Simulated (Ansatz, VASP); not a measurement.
**One calculation of Zr, two programs**

```
Zr
1.0
     3.29503    0.00000    0.00000
    -1.64752    2.85358    0.00000
     0.00000    0.00000    5.26746
Zr
2
Direct
  0.33333 0.66667 0.25000
  0.66667 0.33333 0.75000
```

Alike in both runs: task single point; functional revPBE; k mesh 18 × 18 × 10; occupations fermi-dirac, width 0.1 eV; no spin polarisation.

```csv
,VASP,Ansatz
version,VASP 6.6.1,Ansatz 0.2.0
potentials or method,"VASP PAW PBE potentials, release 64 (Zr_sv), cutoff 520 eV","plane waves (420 eV) with PAW, scalar-relativistic"
valence electrons in the cell,24,24
```

|  | VASP | Ansatz | Ansatz less VASP |
| --- | --- | --- | --- |
| pressure (GPa) | -3.3 | -3.3 | +0.01 |
| traceless stress, the component that is largest in VASP (GPa) | -0.07 | -0.07 | +0.004 |

VASP's potentials were made for PBE, not for revPBE.
